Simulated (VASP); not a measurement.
# ZnGe2N4 (P1) in VASP: single point with PBE

Aim: the single point of ZnGe2N4 with PBE.

All numbers are computed with VASP 6.6.1; they aren't measurements. Logs are shortened: lines on timing, memory, paths and dates and some standing lists are left out, and cuts for length are marked.

## Step 1: The cell of the first run

The typed cell holds 7 atoms: a = 3.184 Å, b = 5.600 Å, c = 5.771 Å, α = 122.53°, β = 106.98°, γ = 73.41°.

## Step 2: Single point, PBE

File INCAR:

```
SYSTEM = ZnGe2N4
PREC     = Accurate       ! precision mode
ENCUT    = 520            ! plane-wave cutoff, eV
EDIFF    = 1E-7           ! SCF threshold, eV
ISMEAR   = 0              ! smearing method
SIGMA    = 0.2            ! smearing width, eV
LREAL    = .FALSE.        ! projectors in reciprocal space
LASPH    = .TRUE.         ! aspherical terms in the spheres
NELM     = 100            ! most SCF steps
ALGO     = Normal         ! electronic algorithm
ISIF     = 2              ! what is computed and relaxed
LWAVE    = .FALSE.        ! write WAVECAR
LCHARG   = .FALSE.        ! write CHGCAR
GGA      = PE             ! functional
NBANDS   = 39             ! bands
```

File KPOINTS:

```
Automatic mesh
0
G
  6 6 6
  0 0 0
```

File POSCAR:

```
ZnGe2N4
1.0
   -3.1338367710     -0.2489862812     -0.5063470779
   -0.7216833388     -0.0660969251     -5.5528077161
    1.6027145244     -4.6771322315      2.9773112558
Zn Ge N
1 2 4
Direct
    0.8892426258      1.0812067870      1.0679699319
    0.5912540186      0.3053209712      0.6518630283
    0.2386499163      0.7109025391      0.4076888078
    0.7479504158      0.9287329166      0.6222125825
    0.1167861645      0.4543259945     -0.1538930316
    1.0186513120      0.7257309626      1.0840290211
    0.3974655470      0.3257798239      0.3201296602
```

Potentials or basis: VASP PAW PBE potentials, release 64 (Zn, Ge_d, N).

Command:

```console
> cat potpaw_PBE.64/Zn/POTCAR potpaw_PBE.64/Ge_d/POTCAR potpaw_PBE.64/N/POTCAR > POTCAR
> mpirun -np 1 vasp_std > vasp.out
```

OUTCAR:

```text
SYSTEM = ZnGe2N4
   PREC = Accurate
   ENCUT = 520
   EDIFF = 1E-7
   ISMEAR = 0
   LREAL = .FALSE.
   LASPH = .TRUE.
   NELM = 100
   ISIF = 2
   GGA = PE

 ion  position               nearest neighbor table
   1  0.889  0.081  0.068-   6 1.96   7 2.09   7 2.10   4 2.18
   2  0.591  0.305  0.652-   5 1.86   5 1.87   7 1.89   4 1.95
   3  0.239  0.711  0.408-   6 1.83   7 1.88   4 1.97   4 2.00
   4  0.748  0.929  0.622-   2 1.95   3 1.97   3 2.00   1 2.18
   5  0.117  0.454  0.846-   6 1.42   2 1.86   2 1.87
   6  0.019  0.726  0.084-   5 1.42   3 1.83   1 1.96
   7  0.397  0.326  0.320-   3 1.88   2 1.89   1 2.09   1 2.10

  LATTYP: Found a triclinic cell.
 ALAT       =     3.1842290180
 B/A-ratio  =     2.2549669269
 C/A-ratio  =     1.9736373474
 COS(alpha) =     0.0145847301
 COS(beta)  =     0.4928908163
 COS(gamma) =     0.6643197311

  Lattice vectors:

 A1 = (   3.1338367710,   0.2489862812,   0.5063470779)
 A2 = (   5.5459902032,   0.4318756373,  -4.5401135603)
 A3 = (   2.2528055854,   4.9922154378,   3.0818435382)

Analysis of symmetry for initial positions (statically):
=====================================================================
 Subroutine PRICEL returns:
 Original cell was already a primitive cell.

 Routine SETGRP: Setting up the symmetry group for a
 triclinic supercell.

 Subroutine GETGRP returns: Found  1 space group operations
 (whereof  1 operations were pure point group operations)
 out of a pool of  2 trial point group operations.

The static configuration has the point symmetry C_1 .

Analysis of symmetry for dynamics (positions and initial velocities):
=====================================================================
 Subroutine PRICEL returns:
 Original cell was already a primitive cell.

 Routine SETGRP: Setting up the symmetry group for a
 triclinic supercell.

 Subroutine GETGRP returns: Found  1 space group operations
 (whereof  1 operations were pure point group operations)
 out of a pool of  2 trial point group operations.

The dynamic configuration has the point symmetry C_1 .

 Subroutine INISYM returns: Found  1 space group operations
 (whereof  1 operations are pure point group operations),
 and found     1 'primitive' translations

----------------------------------------------------------------------------------------

                                     Primitive cell

  volume of cell :      81.9244

  direct lattice vectors                    reciprocal lattice vectors
    -3.133836771 -0.248986281 -0.506347078    -0.319416626 -0.082403921  0.042494593
    -0.721683339 -0.066096925 -5.552807716     0.037956493 -0.103984654 -0.183784412
     1.602714524 -4.677132231  2.977311256     0.016467687 -0.207949966  0.000335037

  length of vectors
     3.184229018  5.599899033  5.771363970     0.332600628  0.214546531  0.208601259

  position of ions in fractional coordinates (direct lattice)
     0.889242626  0.081206787  0.067969932
     0.591254019  0.305320971  0.651863028
     0.238649916  0.710902539  0.407688808
     0.747950416  0.928732917  0.622212582
     0.116786164  0.454325995  0.846106968
     0.018651312  0.725730963  0.084029021
     0.397465547  0.325779824  0.320129660

  ion indices of the primitive-cell ions
   primitive index   ion index
                 1           1
                 2           2
                 3           3
                 4           4
                 5           5
                 6           6
                 7           7

----------------------------------------------------------------------------------------

 KPOINTS: Automatic mesh

Automatic generation of k-mesh.
 Grid dimensions read from file:
 generate k-points for:    6    6    6

 Generating k-lattice:

  Cartesian coordinates                     Fractional coordinates (reciprocal lattice)
    -0.053236104 -0.013733987  0.007082432     0.166666667  0.000000000 -0.000000000
     0.006326082 -0.017330776 -0.030630735     0.000000000  0.166666667 -0.000000000
     0.002744615 -0.034658328  0.000055840    -0.000000000  0.000000000  0.166666667

  Length of vectors
     0.055433438  0.035757755  0.034766877

  Shift w.r.t. Gamma in fractional coordinates (k-lattice)
     0.000000000  0.000000000  0.000000000

 Subroutine IBZKPT returns following result:
 ===========================================

 Found    112 irreducible k-points:

 Following reciprocal coordinates:
            Coordinates               Weight
  0.000000  0.000000  0.000000      1.000000
  0.166667 -0.000000 -0.000000      2.000000
  0.333333 -0.000000  0.000000      2.000000
  0.500000  0.000000  0.000000      1.000000
  0.000000  0.166667 -0.000000      2.000000
  0.166667  0.166667 -0.000000      2.000000
[... 16 lines left out ...]
  0.333333  0.000000  0.166667      2.000000
  0.500000 -0.000000  0.166667      2.000000
 [... further k-points ...]
   k-points           NKPTS =    112   k-points in BZ     NKDIM =    112   number of bands    NBANDS=     39
   number of dos      NEDOS =    301   number of ions     NIONS =      7
   total plane-waves  NPLWV =  48384
   dimension x,y,z NGX =    24 NGY =   42 NGZ =   48
   dimension x,y,z NGXF=    48 NGYF=   84 NGZF=   96
   ions per type =               1   2   4
   NGX,Y,Z   is equivalent  to a cutoff of  12.53, 12.47, 13.83 a.u.
   NGXF,Y,Z  is equivalent  to a cutoff of  25.06, 24.94, 27.65 a.u.
 SYSTEM =  ZnGe2N4
   PREC   = accura    normal or accurate (medium, high low for compatibility)
   ISTART =      0    job   : 0-new  1-cont  2-samecut
   ICHARG =      2    charge: 1-file 2-atom 10-const
   ISPIN  =      1    spin polarized calculation?
   LNONCOLLINEAR =      F non collinear calculations
   LSORBIT =      F    spin-orbit coupling
   LASPH  =      T    aspherical Exc in radial PAW
   ENCUT  =  520.0 eV  38.22 Ry    6.18 a.u.   5.92 10.41 10.73*2*pi/ulx,y,z
   NELM   =    100;   NELMIN=  2; NELMDL= -5     # of ELM steps
   EDIFF  = 0.1E-06   stopping-criterion for ELM
   LREAL  =      F    real-space projection
   EDIFFG = 0.1E-05   stopping-criterion for IOM
   NSW    =      0    number of steps for IOM
   IBRION =     -1    ionic relax: 0-MD 1-quasi-New 2-CG
   NFREE  =      0    steps in history (QN), initial steepest desc. (CG)
   ISIF   =      2    stress and relaxation
   ISYM   =      2    0-nonsym 1-usesym 2-fastsym
   POTIM  = 0.5000    time-step for ionic-motion
   TEBEG  =    0.0;   TEEND  =   0.0 temperature during run
   PSTRESS=    0.0 pullay stress
   NELECT =      60.0000    total number of electrons
   NUPDOWN=      -1.0000    fix difference up-down
   EMIN   =  10.00;   EMAX   =-10.00  energy-range for DOS
   EFERMI =   0.00;   METHOD = LEGACY
   ISMEAR =     0;   SIGMA  =   0.20  broadening in eV -4-tet -1-fermi 0-gaus
   EFERMI_NEDOS =   21; number of points for ismear=-14 and -15
   IALGO  =     38    algorithm
   IMIX   =      4    mixing-type and parameters
     AMIX     =   0.40;   BMIX     =  1.00
     AMIX_MAG =   1.60;   BMIX_MAG =  1.00
  volume/ion in A,a.u.               =      11.70        78.98
  Fermi-wavevector in a.u.,A,eV,Ry     =   1.475664  2.788601 29.627840  2.177585
  Thomas-Fermi vector in A             =   2.590286
   LORBIT       =      0    0 simple, 1 ext, 2 COOP (PROOUT), +10 PAW based schemes
   GGA     = PE    functional components
   LHFCALC =     F    Hartree Fock is set to
   AEXX    =    0.0000 exact exchange contribution
   IVDW    =     0    specifies the selected vdW correction
   LEPSILON=     F    determine dielectric tensor
   LRPA    =     F    only Hartree local field effects (RPA)
 non-spin polarized calculation
 Gauss-broadening in eV      SIGMA  =   0.20
  energy-cutoff  :      520.00
  volume of cell :       81.92
 maximum number of plane-waves:      2221
   NGX = 11   NGY = 21   NGZ = 21

 number of electron      60.0000009 magnetization

 Free energy of the ion-electron system (eV)
  ---------------------------------------------------
  ext. energy  EPLUGINS =         0.00000000
  ---------------------------------------------------
  free energy    TOTEN  =       -41.65706161 eV

  energy without entropy =      -41.65660606  energy(sigma->0) =      -41.65683383

 E-fermi :   5.9729     XC(G=0): -11.2249

 val. band max:        5.6687670112   @ k =  -0.0000   0.5000   0.0000
 cond. band min:       6.2610730208   @ k =   0.0000   0.0000   0.0000
 fundamental gap:      0.5923060096
 Fermi energy:         5.9728934586

 k-point     1 :       0.0000    0.0000    0.0000
  band No.  band energies     occupation
      1     -19.9071      2.00000
      2     -19.8430      2.00000
      3     -19.8326      2.00000
      4     -19.7904      2.00000
      5     -19.7695      2.00000
      6     -19.7492      2.00000
[... 31 lines left out ...]
     38      12.7797      0.00000
     39      13.5561      0.00000

 k-point     2 :       0.1667   -0.0000   -0.0000
  band No.  band energies     occupation
      1     -19.8969      2.00000
      2     -19.8506      2.00000
      3     -19.8267      2.00000
      4     -19.7876      2.00000
      5     -19.7561      2.00000
      6     -19.7471      2.00000
[... 31 lines left out ...]
     38      13.0616      0.00000
     39      13.6600      0.00000

 k-point     3 :       0.3333   -0.0000    0.0000
  band No.  band energies     occupation
      1     -19.8998      2.00000
      2     -19.8555      2.00000
      3     -19.8142      2.00000
      4     -19.7725      2.00000
      5     -19.7461      2.00000
      6     -19.7401      2.00000
[... 31 lines left out ...]
     38      13.1635      0.00000
     39      13.6753      0.00000

 k-point     4 :       0.5000    0.0000    0.0000
  band No.  band energies     occupation
      1     -19.9081      2.00000
      2     -19.8567      2.00000
      3     -19.8104      2.00000
      4     -19.7609      2.00000
      5     -19.7448      2.00000
      6     -19.7402      2.00000
[... 31 lines left out ...]
     38      13.4560      0.00000
     39      13.5792      0.00000
[... 754 lines left out ...]
     38      13.2513      0.00000
     39      13.6424      0.00000

 k-point    23 :       0.3333    0.0000    0.1667
  band No.  band energies     occupation
      1     -19.8993      2.00000
      2     -19.8550      2.00000
      3     -19.8140      2.00000
      4     -19.7726      2.00000
      5     -19.7483      2.00000
      6     -19.7404      2.00000
[... 31 lines left out ...]
     38      13.1489      0.00000
     39      14.0234      0.00000

 k-point    24 :       0.5000   -0.0000    0.1667
  band No.  band energies     occupation
      1     -19.9076      2.00000
      2     -19.8564      2.00000
      3     -19.8105      2.00000
      4     -19.7608      2.00000
      5     -19.7462      2.00000
      6     -19.7406      2.00000
[... 31 lines left out ...]
     38      13.4898      0.00000
     39      13.7443      0.00000

 [... further k-points ...]

------------------------ aborting loop because EDIFF is reached ----------------------------------------

  FORCE on cell =-STRESS in cart. coord.  units (eV):
  Direction    XX          YY          ZZ          XY          YZ          ZX
  --------------------------------------------------------------------------------------
  -------------------------------------------------------------------------------------
  Total       -0.0999001     -0.0777036      0.0082450     -0.0291176      0.0587822      0.0208084
  in kB       -1.9537242     -1.5196317      0.1612449     -0.5694469      1.1495908      0.4069456
  external PRESSURE =      -1.1040370 kB  Pullay stress =       0.0000000 kB

 VOLUME and BASIS-vectors are now :
 -----------------------------------------------------------------------------
  energy-cutoff  :      520.00
  volume of cell :       81.92
      direct lattice vectors                 reciprocal lattice vectors
    -3.133836771 -0.248986281 -0.506347078    -0.319416626 -0.082403921  0.042494593
    -0.721683339 -0.066096925 -5.552807716     0.037956493 -0.103984654 -0.183784412
     1.602714524 -4.677132231  2.977311256     0.016467687 -0.207949966  0.000335037

 POSITION                                       TOTAL-FORCE (eV/Angst)
 -----------------------------------------------------------------------------------
     -2.73641     -0.54468     -0.69882         0.002248      0.001525     -0.021571
     -1.02849     -3.21624     -0.05397         0.006125     -0.030108     -0.011073
     -0.60753     -2.01322     -2.85453        -0.000009      0.047289      0.012167
     -2.01698     -3.15779     -3.68328        -0.009739      0.026538     -0.018104
      0.66220     -4.01646     -0.06280        -0.002538      0.071953      0.033753
     -0.44752     -0.44563     -3.78911         0.000157     -0.072816      0.024906
     -0.96763     -1.61779     -1.05712         0.003757     -0.044382     -0.020078
 -----------------------------------------------------------------------------------
    total drift:                               -0.001527     -0.000798      0.000724

  FREE ENERGIE OF THE ION-ELECTRON SYSTEM (eV)
  ---------------------------------------------------
  free  energy   TOTEN  =       -41.6570616103 eV

  energy  without entropy=      -41.6566060596  energy(sigma->0) =      -41.65683383
```

Run time: 3.2 min. Hardware: 1 thread of Intel Xeon 6975P-C (Granite Rapids), shared host; peak memory 0.43 GiB.

What came out:

```yaml
Free_energy: -41.6571 eV
Pressure: -0.1 GPa
Largest_force: 0.080 eV/Å
Band_gap_on_the_k_mesh: 0.59 eV (least direct gap 0.75 eV)
```

Forces in eV/Å, atoms in the order of the input:
```
Zn   0.002  0.002 -0.022
Ge   0.006 -0.030 -0.011
Ge   0.000  0.047  0.012
N   -0.010  0.027 -0.018
N   -0.003  0.072  0.034
N    0.000 -0.073  0.025
N    0.004 -0.044 -0.020
```

Levels at points of the mesh, in eV from the valence-band top:
| k point | band 28 | band 29 | band 30 | band 31 | band 32 | band 33 |
| --- | --- | --- | --- | --- | --- | --- |
| (0.00, 0.00, 0.00) | -1.57 | -0.42 | -0.33 | 0.59 | 2.33 | 3.92 |
| (0.50, 0.00, 0.00) | -3.67 | -1.50 | -0.86 | 2.25 | 3.41 | 3.84 |
| (0.00, 0.50, 0.00) | -1.80 | -1.39 | 0.00 | 1.29 | 2.13 | 3.36 |
| (0.50, 0.50, 0.00) | -3.14 | -1.73 | -0.54 | 2.52 | 3.10 | 3.80 |
| (0.00, 0.00, 0.50) | -1.78 | -1.32 | -0.10 | 1.05 | 2.61 | 3.38 |
| (0.50, 0.00, 0.50) | -3.11 | -1.93 | -0.83 | 2.37 | 3.30 | 3.83 |
| (0.00, 0.50, 0.50) | -1.41 | -0.95 | -0.42 | 1.35 | 1.95 | 2.69 |
| (0.50, 0.50, 0.50) | -3.61 | -1.41 | -1.06 | 2.22 | 3.45 | 4.30 |

Caveat: semilocal functionals underestimate gaps, and a narrow one can read as zero.
